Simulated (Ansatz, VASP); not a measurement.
## CaMg in VASP and in Ansatz

The input INCAR:

```
PREC     = Accurate       # precision mode
ENCUT    = 520            # plane-wave cutoff, eV
EDIFF    = 1E-6           # SCF threshold, eV
ISMEAR   = 0              # smearing method
SIGMA    = 0.15           # smearing width, eV
LREAL    = False          # projectors in reciprocal space
LASPH    = True           # aspherical terms in the spheres
NELM     = 80             # most SCF steps
ALGO     = Fast           # electronic algorithm
ISIF     = 2              # what is computed and relaxed
LWAVE    = False          # write WAVECAR
LCHARG   = False          # write CHGCAR
GGA      = CA             # functional
NBANDS   = 13             # bands
```

Contents of KPOINTS:

```
Automatic mesh
0
Gamma
  12 12 12
```

Contents of POSCAR:

```
CaMg
1.0
    3.8262479978      0.0000000000      0.0000000000
    0.0000000000      3.8262479978      0.0000000000
    0.0000000000      0.0000000000      3.8262479978
Ca Mg
1 1
Direct
    0.0128258732      0.0000000000      0.0000000000
    0.4788506338      0.5000000000      0.5000000000
```

Input for Ansatz:

```yaml
crystal:
  lattice:
    - [3.8262479978, 0.0, 0.0]
    - [0.0, 3.8262479978, 0.0]
    - [0.0, 0.0, 3.8262479978]
  atoms:
    - { symbol: Ca, position: [0.0128258732, 0.0, 0.0] }
    - { symbol: Mg, position: [0.4788506338, 0.5, 0.5] }
basis:
  ecutwfc: 520.0
kpoints:
  mp_grid: { grid: [12, 12, 12] }
hamiltonian:
  xc: lda
scf:
  occupations: { method: gaussian, width: 0.15 }
output:
  forces: true
  stress: true
  eigenvalues: true
  write_density: true
  write_potential: true
  elf: true
  volumetric_format: npy
```

Change from the starting cell: mode 4 frozen in at -0.082 Å, equal normal strain along x, y and z -0.0083.

Alike in both runs: task single point; functional LDA; k mesh 12 × 12 × 12; occupations gaussian, width 0.15 eV; no spin polarisation.

|  | VASP | Ansatz |
| --- | --- | --- |
| version | VASP 6.6.1 | Ansatz 0.2.0 |
| potentials or method | VASP PAW LDA potentials, release 64 (Ca_sv, Mg), cutoff 520 eV | scalar-relativistic, plane waves, PAW |
| valence electrons in the cell | 12 | 20 |

Ansatz gave:

```
gap on the k mesh at the Fermi level (eV)                     : none
pressure (GPa)                                                : 0.9
traceless stress, the component that is largest in VASP (GPa) : -0.14
rms of the force components (eV/Å)                            : 0.200
```

Task: Estimate VASP's values.

Result: gap on the k mesh at the Fermi level (eV): none; pressure (GPa): 0.8; traceless stress, the component that is largest in VASP (GPa): -0.14; rms of the force components (eV/Å): 0.203.

LDA's correlation is that of Perdew and Zunger in VASP and of Perdew and Wang (1992) in Ansatz. Atom by atom the forces differ by 0.003 eV/Å (rms over components). A gap of «none» marks a metal or a gap that the smearing closes. VASP's potentials hold 12 valence electrons a cell and Ansatz's 20, so a difference there can come from the potentials and not from the codes.
